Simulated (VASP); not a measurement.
Here is a VASP 6.6.1 calculation.

File INCAR:

```
ALGO = Normal
EDIFF = 1E-8
ENCUT = 400
GGA = PE
GGA_COMPAT = False
ISIF = 2
ISMEAR = -1
LASPH = True
LCHARG = False
LEFG = True
LREAL = False
LWAVE = False
NBANDS = 12
NELM = 120
PREC = Accurate
SIGMA = 0.05
```

The input KPOINTS:

```
k-points
0
Gamma
  13 13 13
```

The input POSCAR:

```
Zr
1.0
    0.0000000000      2.2093582665      2.2093582665
    2.2093582665      0.0000000000      2.2093582665
    2.2093582665      2.2093582665      0.0000000000
Zr
1
Direct
    0.0000000000      0.0000000000      0.0000000000
```

Potentials or basis: VASP PAW PBE potentials, release 64 (Zr_sv).

Launch:

```sh
$ cat potpaw_PBE.64/Zr_sv/POTCAR > POTCAR
$ mpirun -np 1 vasp_std > vasp.out
```

**Question.** What does it give for the pressure?

**Answer.** 7.2 GPa.

**Question.** Estimate the band gap on the k mesh.

**Answer.** Zero (band 6 reaches 10.76 eV, above the bottom of band 7 at 9.16 eV).

Caveat: without QUAD_EFG the Cq values of the log hold for a quadrupole moment of 1 mb, not for the nuclei.
